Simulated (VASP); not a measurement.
## Rb: single point with PBE

Crystal: Rb.

```
CELL_PARAMETERS angstrom
4.50496 0.00000 0.00000
-2.25248 3.90141 0.00000
0.00000 0.00000 7.29803
ATOMIC_POSITIONS crystal
Rb 0.33333 0.66667 0.25000
Rb 0.66667 0.33333 0.75000
```

This isn't the form of Rb at room conditions, which is bcc.

| Item | Value |
| --- | --- |
| Program | VASP 6.6.1 |
| Task | single point |
| Functional | PBE |
| Potentials or basis | VASP PAW PBE potentials, release 64 (Rb_sv) |
| Cutoff | 520 eV |
| k mesh | 10 × 10 × 6 |
| Occupations | fermi-dirac, width 0.08 eV |
| Spin | no spin polarisation |
| Dipole correction | no |
| Further INCAR settings | ALGO = Normal; EDIFF = 1e-06; NBANDS = 16 |

```yaml
Pressure: 1.9 GPa
Band_gap_on_the_k_mesh: zero (bands 9 and 10 overlap by 2.38 eV)
```

Levels at points of the mesh, in eV from the Fermi level:
| k point | band 6 | band 7 | band 8 | band 9 | band 10 | band 11 | band 12 | band 13 |
| --- | --- | --- | --- | --- | --- | --- | --- | --- |
| (0.00, 0.00, 0.00) | -12.78 | -12.78 | -12.77 | -2.46 | 0.04 | 1.02 | 3.70 | 3.70 |
| (0.50, 0.00, 0.00) | -12.88 | -12.85 | -12.81 | 0.03 | 0.40 | 1.11 | 1.46 | 2.45 |
| (0.00, 0.00, 0.50) | -12.80 | -12.80 | -12.80 | -1.54 | -1.54 | 2.50 | 2.50 | 3.73 |
| (0.50, 0.00, 0.50) | -12.85 | -12.85 | -12.85 | 0.26 | 0.26 | 1.28 | 1.28 | 2.56 |

Run time: 2.2 min on 1 thread of Intel Xeon 8259CL, with other jobs on the host, peak memory 0.29 GiB.
